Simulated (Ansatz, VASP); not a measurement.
Two plane-wave programs on LiH

```
CELL_PARAMETERS angstrom
0.00000 2.00862 2.00862
2.00862 0.00000 2.00862
2.00862 2.00862 0.00000
ATOMIC_POSITIONS crystal
Li 0.00000 0.00000 0.00000
H 0.50000 0.50000 0.50000
```

Alike in both runs: task single point; functional LDA; k mesh 4 × 4 × 4; occupations tetrahedron; no spin polarisation.

|  | VASP | Ansatz |
| --- | --- | --- |
| version | VASP 6.6.1 | Ansatz 0.2.0 |
| potentials or method | VASP PAW LDA potentials, release 64 (Li_sv, H) | scalar-relativistic, plane waves, PAW |
| plane-wave cutoff (eV) | 520 | 420 |
| valence electrons in the cell | 4 | 4 |

Ansatz gave:

```
gap on the k mesh at the Fermi level (eV) : 2.60
least direct gap on the mesh (eV)         : 2.60
```

Problem. What did VASP give for the same quantities?

Solution. gap on the k mesh at the Fermi level (eV): 2.59; least direct gap on the mesh (eV): 2.59.

LDA's correlation is that of Perdew and Zunger in VASP and of Perdew and Wang (1992) in Ansatz. Ansatz's warnings: band table not solved further, stress scf threshold loose, tetrahedron derivatives may miss energy slope.

The k mesh is coarse, so the values compare programs but aren't converged. Noted on VASP's run: the cutoff is short for stress, so the pressure is rough.
